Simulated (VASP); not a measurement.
# Zr (Pm-3n) in VASP: notebook

Zr is run at these levels: PBE; tasks: single point, relaxation of cell and atoms.

All numbers are computed with VASP 6.6.1; they aren't measurements. Logs are shortened: lines on timing, memory, paths and dates and some standing lists are left out, and cuts for length are marked.

## 1. The cell of the first run

The structure is cubic, space group Pm-3n (No. 223). The conventional cell has a = 5.695 Å, b = 5.695 Å, c = 5.695 Å, α = 90.00°, β = 90.00°, γ = 90.00°. Within 4.2 Å of Zr (site symmetry m-3) lie 12 Zr at 3.18 Å. Within 3.8 Å of Zr (site symmetry -4m2) lie 14 Zr at 2.85 to 3.49 Å.

## 2. Single point, PBE

INCAR reads:

```
SYSTEM = Zr
ALGO     = Normal         ! electronic algorithm
EDIFF    = 1E-7           ! SCF threshold, eV
ENCUT    = 520            ! plane-wave cutoff, eV
GGA      = PE             ! functional
ISIF     = 2              ! what is computed and relaxed
ISMEAR   = -1             ! smearing method
LASPH    = .TRUE.         ! aspherical terms in the spheres
LCHARG   = .FALSE.        ! write CHGCAR
LREAL    = .FALSE.        ! projectors in reciprocal space
LWAVE    = .FALSE.        ! write WAVECAR
NBANDS   = 58             ! bands
NELM     = 100            ! most SCF steps
PREC     = Accurate       ! precision mode
SIGMA    = 0.1            ! smearing width, eV
```

KPOINTS reads:

```
k-points
0
G
  5 5 5
  0 0 0
```

POSCAR reads:

```
Zr
1.0
    5.6950444049      0.0000000000      0.0000000000
    0.0000000000      5.6950444049      0.0000000000
    0.0000000000      0.0000000000      5.6950444049
Zr
8
Direct
    1.0000000000      0.0000000000      0.0000000000
    0.5000000000      0.5000000000      0.5000000000
    0.2500000000      0.0000000000      0.5000000000
    0.7500000000      1.0000000000      0.5000000000
    0.5000000000      0.2500000000      0.0000000000
    0.5000000000      0.7500000000      0.0000000000
    0.0000000000      0.5000000000      0.2500000000
    0.0000000000      0.5000000000      0.7500000000
```

Potentials or basis: VASP PAW PBE potentials, release 64 (Zr_sv).

Started as:

```console
$ cat potpaw_PBE.64/Zr_sv/POTCAR > POTCAR
$ mpirun -np 1 vasp_std > vasp.out
```

OUTCAR:

```text
SYSTEM = Zr
   EDIFF = 1E-7
   ENCUT = 520
   GGA = PE
   ISIF = 2
   ISMEAR = -1
   LASPH = .TRUE.
   LREAL = .FALSE.
   NELM = 100
   PREC = Accurate

 ion  position               nearest neighbor table
   1  0.000  0.000  0.000-   3 3.18   4 3.18   5 3.18   6 3.18   7 3.18   8 3.18   3 3.18   4 3.18
                             7 3.18   8 3.18   5 3.18   6 3.18
   2  0.500  0.500  0.500-   3 3.18   4 3.18   5 3.18   6 3.18   7 3.18   8 3.18   5 3.18   6 3.18
                             3 3.18   4 3.18   7 3.18   8 3.18
   3  0.250  0.000  0.500-   4 2.85   4 2.85   1 3.18   1 3.18   2 3.18   2 3.18   8 3.49   5 3.49
                             5 3.49   6 3.49   6 3.49   7 3.49   8 3.49   7 3.49
   4  0.750  0.000  0.500-   3 2.85   3 2.85   1 3.18   1 3.18   2 3.18   2 3.18   8 3.49   5 3.49
                             5 3.49   6 3.49   6 3.49   7 3.49   8 3.49   7 3.49
   5  0.500  0.250  0.000-   6 2.85   6 2.85   1 3.18   2 3.18   2 3.18   1 3.18   8 3.49   4 3.49
                             3 3.49   4 3.49   3 3.49   7 3.49   7 3.49   8 3.49
   6  0.500  0.750  0.000-   5 2.85   5 2.85   1 3.18   2 3.18   2 3.18   1 3.18   8 3.49   4 3.49
                             3 3.49   4 3.49   3 3.49   7 3.49   7 3.49   8 3.49
   7  0.000  0.500  0.250-   8 2.85   8 2.85   1 3.18   2 3.18   1 3.18   2 3.18   3 3.49   4 3.49
                             5 3.49   3 3.49   4 3.49   6 3.49   5 3.49   6 3.49
   8  0.000  0.500  0.750-   7 2.85   7 2.85   1 3.18   2 3.18   1 3.18   2 3.18   3 3.49   4 3.49
                             5 3.49   3 3.49   4 3.49   6 3.49   5 3.49   6 3.49

  LATTYP: Found a simple cubic cell.
 ALAT       =     5.6950444049

  Lattice vectors:

 A1 = (   5.6950444049,   0.0000000000,   0.0000000000)
 A2 = (   0.0000000000,   5.6950444049,   0.0000000000)
 A3 = (   0.0000000000,   0.0000000000,   5.6950444049)

Analysis of symmetry for initial positions (statically):
=====================================================================
 Subroutine PRICEL returns:
 Original cell was already a primitive cell.

 Routine SETGRP: Setting up the symmetry group for a
 simple cubic supercell.

 Subroutine GETGRP returns: Found 48 space group operations
 (whereof 24 operations were pure point group operations)
 out of a pool of 48 trial point group operations.

The static configuration has the point symmetry T_h .
 The point group associated with its full space group is O_h .

Analysis of symmetry for dynamics (positions and initial velocities):
=====================================================================
 Subroutine PRICEL returns:
 Original cell was already a primitive cell.

 Routine SETGRP: Setting up the symmetry group for a
 simple cubic supercell.

 Subroutine GETGRP returns: Found 48 space group operations
 (whereof 24 operations were pure point group operations)
 out of a pool of 48 trial point group operations.

The dynamic configuration has the point symmetry T_h .
 The point group associated with its full space group is O_h .

 Subroutine INISYM returns: Found 48 space group operations
 (whereof 24 operations are pure point group operations),
 and found     1 'primitive' translations

----------------------------------------------------------------------------------------

                                     Primitive cell

  volume of cell :     184.7104

  direct lattice vectors                    reciprocal lattice vectors
     5.695044405  0.000000000  0.000000000     0.175591256  0.000000000  0.000000000
     0.000000000  5.695044405  0.000000000     0.000000000  0.175591256  0.000000000
     0.000000000  0.000000000  5.695044405     0.000000000  0.000000000  0.175591256

  length of vectors
     5.695044405  5.695044405  5.695044405     0.175591256  0.175591256  0.175591256

  position of ions in fractional coordinates (direct lattice)
     0.000000000  0.000000000  0.000000000
     0.500000000  0.500000000  0.500000000
     0.250000000  0.000000000  0.500000000
     0.750000000  0.000000000  0.500000000
     0.500000000  0.250000000  0.000000000
     0.500000000  0.750000000  0.000000000
     0.000000000  0.500000000  0.250000000
     0.000000000  0.500000000  0.750000000

  ion indices of the primitive-cell ions
   primitive index   ion index
                 1           1
                 2           2
                 3           3
                 4           4
                 5           5
                 6           6
                 7           7
                 8           8

----------------------------------------------------------------------------------------

 KPOINTS: k-points

Automatic generation of k-mesh.
 Grid dimensions read from file:
 generate k-points for:    5    5    5

 Generating k-lattice:

  Cartesian coordinates                     Fractional coordinates (reciprocal lattice)
     0.035118251  0.000000000  0.000000000     0.200000000  0.000000000  0.000000000
     0.000000000  0.035118251  0.000000000     0.000000000  0.200000000  0.000000000
     0.000000000  0.000000000  0.035118251     0.000000000  0.000000000  0.200000000

  Length of vectors
     0.035118251  0.035118251  0.035118251

  Shift w.r.t. Gamma in fractional coordinates (k-lattice)
     0.000000000  0.000000000  0.000000000

 Subroutine IBZKPT returns following result:
 ===========================================

 Found     10 irreducible k-points:

 Following reciprocal coordinates:
            Coordinates               Weight
  0.000000  0.000000  0.000000      1.000000
  0.200000  0.000000  0.000000      6.000000
  0.400000  0.000000  0.000000      6.000000
  0.200000  0.200000  0.000000     12.000000
  0.400000  0.200000  0.000000     24.000000
  0.400000  0.400000  0.000000     12.000000
  0.200000  0.200000  0.200000      8.000000
  0.400000  0.200000  0.200000     24.000000
  0.400000  0.400000  0.200000     24.000000
  0.400000  0.400000  0.400000      8.000000
   k-points           NKPTS =     10   k-points in BZ     NKDIM =     10   number of bands    NBANDS=     58
   number of dos      NEDOS =    301   number of ions     NIONS =      8
   total plane-waves  NPLWV =  74088
   dimension x,y,z NGX =    42 NGY =   42 NGZ =   42
   dimension x,y,z NGXF=    84 NGYF=   84 NGZF=   84
   ions per type =               8
   NGX,Y,Z   is equivalent  to a cutoff of  12.26, 12.26, 12.26 a.u.
   NGXF,Y,Z  is equivalent  to a cutoff of  24.52, 24.52, 24.52 a.u.
 SYSTEM =  Zr
   PREC   = accura    normal or accurate (medium, high low for compatibility)
   ISTART =      0    job   : 0-new  1-cont  2-samecut
   ICHARG =      2    charge: 1-file 2-atom 10-const
   ISPIN  =      1    spin polarized calculation?
   LNONCOLLINEAR =      F non collinear calculations
   LSORBIT =      F    spin-orbit coupling
   LASPH  =      T    aspherical Exc in radial PAW
   ENCUT  =  520.0 eV  38.22 Ry    6.18 a.u.  10.59 10.59 10.59*2*pi/ulx,y,z
   NELM   =    100;   NELMIN=  2; NELMDL= -5     # of ELM steps
   EDIFF  = 0.1E-06   stopping-criterion for ELM
   LREAL  =      F    real-space projection
   EDIFFG = 0.1E-05   stopping-criterion for IOM
   NSW    =      0    number of steps for IOM
   IBRION =     -1    ionic relax: 0-MD 1-quasi-New 2-CG
   NFREE  =      0    steps in history (QN), initial steepest desc. (CG)
   ISIF   =      2    stress and relaxation
   ISYM   =      2    0-nonsym 1-usesym 2-fastsym
   POTIM  = 0.5000    time-step for ionic-motion
   TEBEG  =    0.0;   TEEND  =   0.0 temperature during run
   PSTRESS=    0.0 pullay stress
   NELECT =      96.0000    total number of electrons
   NUPDOWN=      -1.0000    fix difference up-down
   EMIN   =  10.00;   EMAX   =-10.00  energy-range for DOS
   EFERMI =   0.00;   METHOD = LEGACY
   ISMEAR =    -1;   SIGMA  =   0.10  broadening in eV -4-tet -1-fermi 0-gaus
   EFERMI_NEDOS =   21; number of points for ismear=-14 and -15
   IALGO  =     38    algorithm
   IMIX   =      4    mixing-type and parameters
     AMIX     =   0.40;   BMIX     =  1.00
     AMIX_MAG =   1.60;   BMIX_MAG =  1.00
  volume/ion in A,a.u.               =      23.09       155.81
  Fermi-wavevector in a.u.,A,eV,Ry     =   1.316239  2.487331 23.571895  1.732485
  Thomas-Fermi vector in A             =   2.446365
   LORBIT       =      0    0 simple, 1 ext, 2 COOP (PROOUT), +10 PAW based schemes
   GGA     = PE    functional components
   LHFCALC =     F    Hartree Fock is set to
   AEXX    =    0.0000 exact exchange contribution
   IVDW    =     0    specifies the selected vdW correction
   LEPSILON=     F    determine dielectric tensor
   LRPA    =     F    only Hartree local field effects (RPA)
 non-spin polarized calculation
  energy-cutoff  :      520.00
  volume of cell :      184.71
 maximum number of plane-waves:      4987
 NGX is ok and might be reduce to    42
   NGX = 21   NGY = 21   NGZ = 21

 number of electron      95.9999997 magnetization

 Free energy of the ion-electron system (eV)
  ---------------------------------------------------
  ext. energy  EPLUGINS =         0.00000000
  ---------------------------------------------------
  free energy    TOTEN  =       -67.32081213 eV

  energy without entropy =      -66.81610857  energy(sigma->0) =      -67.06846035

 E-fermi :   8.7024     XC(G=0): -11.1020

 val. band max:        8.6968086999   @ k =   0.4000   0.4000   0.4000
 cond. band min:       8.7418592234   @ k =   0.2000   0.0000   0.0000
 fundamental gap:      0.0450505235
 Fermi energy:         8.7024021088

 k-point     1 :       0.0000    0.0000    0.0000
  band No.  band energies     occupation
      1     -39.6851      2.00000
      2     -39.5717      2.00000
      3     -39.5679      2.00000
      4     -39.5679      2.00000
      5     -39.5035      2.00000
      6     -39.4084      2.00000
[... 50 lines left out ...]
     57      10.0317      0.00000
     58      11.8043      0.00000

 k-point     2 :       0.2000    0.0000    0.0000
  band No.  band energies     occupation
      1     -39.6732      2.00000
      2     -39.5801      2.00000
      3     -39.5647      2.00000
      4     -39.5575      2.00000
      5     -39.5064      2.00000
      6     -39.4236      2.00000
[... 483 lines left out ...]
      2     -39.5743      2.00000
      3     -39.5217      2.00000
      4     -39.5217      2.00000
      5     -39.5217      2.00000
      6     -39.4717      2.00000
[... 50 lines left out ...]
     57      11.0776      0.00000
     58      11.0776      0.00000

------------------------ aborting loop because EDIFF is reached ----------------------------------------

  FORCE on cell =-STRESS in cart. coord.  units (eV):
  Direction    XX          YY          ZZ          XY          YZ          ZX
  --------------------------------------------------------------------------------------
  -------------------------------------------------------------------------------------
  Total        0.0302247      0.0302247      0.0302247      0.0000000     -0.0000000      0.0000000
  in kB        0.2621689      0.2621689      0.2621689      0.0000000     -0.0000000      0.0000000
  external PRESSURE =       0.2621689 kB  Pullay stress =       0.0000000 kB

 VOLUME and BASIS-vectors are now :
 -----------------------------------------------------------------------------
  energy-cutoff  :      520.00
  volume of cell :      184.71
      direct lattice vectors                 reciprocal lattice vectors
     5.695044405  0.000000000  0.000000000     0.175591256  0.000000000  0.000000000
     0.000000000  5.695044405  0.000000000     0.000000000  0.175591256  0.000000000
     0.000000000  0.000000000  5.695044405     0.000000000  0.000000000  0.175591256

 POSITION                                       TOTAL-FORCE (eV/Angst)
 -----------------------------------------------------------------------------------
      0.00000      0.00000      0.00000         0.000000      0.000000      0.000000
      2.84752      2.84752      2.84752         0.000000      0.000000      0.000000
      1.42376      0.00000      2.84752        -0.000000     -0.000000     -0.000000
      4.27128      0.00000      2.84752         0.000000     -0.000000      0.000000
      2.84752      1.42376      0.00000        -0.000000     -0.000000     -0.000000
      2.84752      4.27128      0.00000         0.000000      0.000000      0.000000
      0.00000      2.84752      1.42376        -0.000000      0.000000     -0.000000
      0.00000      2.84752      4.27128         0.000000     -0.000000      0.000000
 -----------------------------------------------------------------------------------
    total drift:                                0.000000     -0.000000     -0.000000

  FREE ENERGIE OF THE ION-ELECTRON SYSTEM (eV)
  ---------------------------------------------------
  free  energy   TOTEN  =       -67.3208121322 eV

  energy  without entropy=      -66.8161085682  energy(sigma->0) =      -67.06846035
```

Wall time 2 min (1 thread of Intel Xeon Platinum 8488C (Sapphire Rapids), shared host); peak memory 0.28 GiB.

What came out:

| Property | Result |
| --- | --- |
| Free energy | -67.3208 eV |
| Pressure | 0.0 GPa |
| Band gap on the k mesh | zero (band 48 reaches 8.82 eV, above the bottom of band 49 at 8.50 eV) |

## 3. Single point, PBE

INCAR reads:

```
  ALGO = Normal
  EDIFF = 1E-6
  ENCUT = 520
  GGA = PE
  ISIF = 2
  ISMEAR = -1
  LASPH = T
  LCHARG = F
  LREAL = F
  LWAVE = F
  NBANDS = 58
  NELM = 80
  PREC = Accurate
  SIGMA = 0.1
```

KPOINTS reads:

```
k-points
0
Gamma
  6 6 6
```

POSCAR is that of step 2.

Potentials or basis: VASP PAW PBE potentials, release 64 (Zr_sv).

Started as:

```console
$ cat potpaw_PBE.64/Zr_sv/POTCAR > POTCAR
$ mpirun -np 1 vasp_std > vasp.out
```

It took 2.6 min on 1 thread of Intel Xeon Platinum 8488C (Sapphire Rapids), shared host; peak memory 0.33 GiB.

It converged, with:

| Quantity | Value |
| --- | --- |
| Free energy | -67.3268 eV |
| Pressure | 0.0 GPa |
| Band gap on the k mesh | zero (band 48 reaches 8.83 eV, above the bottom of band 49 at 8.45 eV) |

Levels at points of the mesh, in eV from the Fermi level:
```csv
k point,band 46,band 47,band 48,band 49,band 50,band 51
"(0.00, 0.00, 0.00)",-0.44,-0.28,-0.15,-0.15,-0.15,0.07
"(0.50, 0.00, 0.00)",-0.24,-0.11,-0.11,0.43,0.43,0.55
"(0.50, 0.50, 0.00)",-0.19,-0.19,0.00,0.23,0.24,0.24
"(0.50, 0.50, 0.50)",-0.05,-0.05,-0.05,-0.05,-0.05,0.70
```

## 4. Relaxation of cell and atoms, PBE

This run uses another cell than the first one, of 23.28 Å³/atom, 1.008 times its volume.

INCAR reads:

```
SYSTEM = Zr
ALGO     = Normal         ! electronic algorithm
EDIFF    = 1E-6           ! SCF threshold, eV
EDIFFG   = -0.01          ! ionic threshold
ENCUT    = 600            ! plane-wave cutoff, eV
GGA      = PE             ! functional
IBRION   = 2              ! ionic algorithm
ISIF     = 3              ! what is computed and relaxed
ISMEAR   = -1             ! smearing method
LASPH    = .True.         ! aspherical terms in the spheres
LCHARG   = .False.        ! write CHGCAR
LREAL    = .False.        ! projectors in reciprocal space
LWAVE    = .False.        ! write WAVECAR
NELM     = 80             ! most SCF steps
NSW      = 80             ! ionic steps
PREC     = Accurate       ! precision mode
SIGMA    = 0.1            ! smearing width, eV
```

KPOINTS reads:

```
k-points
0
Gamma
  5 5 5
  0 0 0
```

POSCAR reads:

```
Zr
1.0
    5.7107831915      0.0000000000      0.0000000000
    0.0000000000      5.7107831915      0.0000000000
    0.0000000000      0.0000000000      5.7107831915
Zr
8
Direct
    0.0000000000      0.0000000000      0.0000000000
    0.5000000000      0.5000000000      0.5000000000
    0.2500000000      0.0000000000      0.5000000000
    0.7500000000      0.0000000000      0.5000000000
    0.5000000000      0.2500000000      0.0000000000
    0.5000000000      0.7500000000      0.0000000000
    0.0000000000      0.5000000000      0.2500000000
    0.0000000000      0.5000000000      0.7500000000
```

Started as:

```console
$ cat potpaw_PBE.64/Zr_sv/POTCAR > POTCAR
$ mpirun -np 1 vasp_std > vasp.out
```

It took 4.6 min on 1 thread of Intel Xeon Platinum 8488C (Sapphire Rapids), shared host; peak memory 0.37 GiB.

It converged, with:

```
Free energy                            : -67.3213 eV
Relaxed volume                         : 23.10 Å³/atom
Relaxed cell                           : a = 5.696 Å, b = 5.696 Å, c = 5.696 Å, α = 90.00°, β = 90.00°, γ = 90.00°
Space group after relaxing (to 0.05 Å) : Pm-3n (No. 223)
Energy gained by relaxing              : 0.4 meV/atom
Ionic steps                            : 3
Pressure after relaxing                : 0.0 GPa
Band gap on the k mesh                 : zero (band 48 reaches 8.81 eV, above the bottom of band 49 at 8.49 eV)
```

The path:
```tsv
step	energy change (eV)	largest force (eV/Å)	pressure (GPa)	volume (Å³)
1	0.0000	0.0000	-0.66	186.25
2	-0.0012	0.0000	0.52	183.68
3	-0.0030	0.0000	0.00	184.80
```

Final structure:
```cif
data_structure
_symmetry_space_group_name_H-M 'P 1'
_symmetry_Int_Tables_number 1
_cell_length_a 5.6960
_cell_length_b 5.6960
_cell_length_c 5.6960
_cell_angle_alpha 90.000
_cell_angle_beta 90.000
_cell_angle_gamma 90.000
_cell_volume 184.80
loop_
_atom_site_label
_atom_site_type_symbol
_atom_site_fract_x
_atom_site_fract_y
_atom_site_fract_z
_atom_site_occupancy
Zr1 Zr 0.00000 0.00000 0.00000 1
Zr2 Zr 0.50000 0.50000 0.50000 1
Zr3 Zr 0.25000 0.00000 0.50000 1
Zr4 Zr 0.75000 0.00000 0.50000 1
Zr5 Zr 0.50000 0.25000 0.00000 1
Zr6 Zr 0.50000 0.75000 0.00000 1
Zr7 Zr 0.00000 0.50000 0.25000 1
Zr8 Zr 0.00000 0.50000 0.75000 1
```

Levels at points of the mesh, in eV from the Fermi level:
```csv
k point,band 44,band 45,band 46,band 47,band 48,band 49,band 50,band 51,band 52,band 53
"(0.00, 0.00, 0.00)",-0.45,-0.45,-0.45,-0.28,-0.15,-0.15,-0.15,0.07,0.07,0.83
```

## 5. Summary

```tsv
task	cell	k mesh	cutoff (eV)	gap on the mesh (eV)	pressure (GPa)
single point	a = 5.695 Å, 8 atoms	5 × 5 × 5	520	none	0.0
single point	a = 5.695 Å, 8 atoms	6 × 6 × 6	520	none	0.0
relaxation of cell and atoms	relaxed from a = 5.711 Å, 8 atoms	5 × 5 × 5	600	none	0.0
```

Alike in all rows: level PBE; potentials or basis VASP PAW PBE potentials, release 64 (Zr_sv); no spin polarisation; smearing fermi-dirac 0.1 eV.

Absolute energies hang on the potentials; compare differences alone.
